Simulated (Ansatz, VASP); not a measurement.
**One calculation of BAs, two programs**

```
CELL_PARAMETERS angstrom
3.40035 0.00000 0.00000
0.00000 4.80882 0.00000
0.00000 0.00000 25.20105
ATOMIC_POSITIONS crystal
B 0.50000 0.44963 0.31272
B 0.00000 0.01108 0.36444
B 0.50000 0.50959 0.43292
B 0.00000 0.01175 0.50000
B 0.50000 0.50959 0.56707
B 0.00000 0.01108 0.63556
B 0.50000 0.44963 0.68728
As 0.00000 0.24196 0.29077
As 0.50000 0.76564 0.36487
As 0.00000 0.26028 0.43208
As 0.50000 0.76189 0.50000
As 0.00000 0.26028 0.56792
As 0.50000 0.76564 0.63513
As 0.00000 0.24197 0.70923
```

Alike in both runs: functional PBE; k mesh 8 × 6 × 1; occupations gaussian, width 0.05 eV; no spin polarisation.

Ansatz relaxed the structure, and its values are those at the end. VASP's run is a single point on that final structure, the one shown.

|  | VASP | Ansatz |
| --- | --- | --- |
| version | VASP 6.6.1 | Ansatz 0.2.0 |
| potentials or method | VASP PAW PBE potentials, release 64 (B, As), cutoff 520 eV | scalar-relativistic, plane waves, PAW |
| valence electrons in the cell | 56 | 126 |

Ansatz gave:

- gap on the k mesh at the Fermi level (eV): 0.20
- least direct gap on the mesh (eV): 1.23
- rms of the force components (eV/Å): 0.002

**Question.** What did VASP give for the same quantities?

**Answer.** gap on the k mesh at the Fermi level (eV): 0.19; least direct gap on the mesh (eV): 1.21; rms of the force components (eV/Å): 0.016.

VASP's potentials hold 56 valence electrons a cell and Ansatz's 126, so a difference there can come from the potentials and not from the codes. Ansatz's warnings: xc potential rough in thin density.
